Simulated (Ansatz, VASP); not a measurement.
**One calculation of MgS, two programs**

```
CELL_PARAMETERS angstrom
0.00000 2.39352 2.80978
2.39352 0.00000 2.80978
2.39352 2.39352 0.00000
ATOMIC_POSITIONS crystal
Mg 0.00000 0.00000 0.00000
S 0.50000 0.50000 0.50000
```

Change from the starting cell: strain -0.080 along x and y, +0.080 along z, atoms carried along.

Alike in both runs: task single point; functional r2SCAN; k mesh 8 × 8 × 8; occupations gaussian, width 0.05 eV; no spin polarisation.

```csv
,VASP,Ansatz
version,VASP 6.6.1,Ansatz 0.2.0
potentials or method,"VASP PAW PBE potentials, release 64 (Mg, S), cutoff 520 eV","scalar-relativistic, plane waves, PAW"
valence electrons in the cell,8,16
```

|  | VASP | Ansatz | Ansatz less VASP |
| --- | --- | --- | --- |
| gap on the k mesh at the Fermi level (eV) | 3.33 | 3.35 | +0.021 |
| least direct gap on the mesh (eV) | 4.94 | 4.96 | +0.018 |
| pressure (GPa) | 13.2 | 13.6 | +0.46 |
| traceless stress, the component that is largest in VASP (GPa) | -15.75 | -15.91 | -0.160 |

VASP's potentials were made for PBE, not for r2SCAN. With one functional, cell and mesh, what is left measures potentials, basis and numerics. VASP's potentials hold 8 valence electrons a cell and Ansatz's 16, so a difference there can come from the potentials and not from the codes.
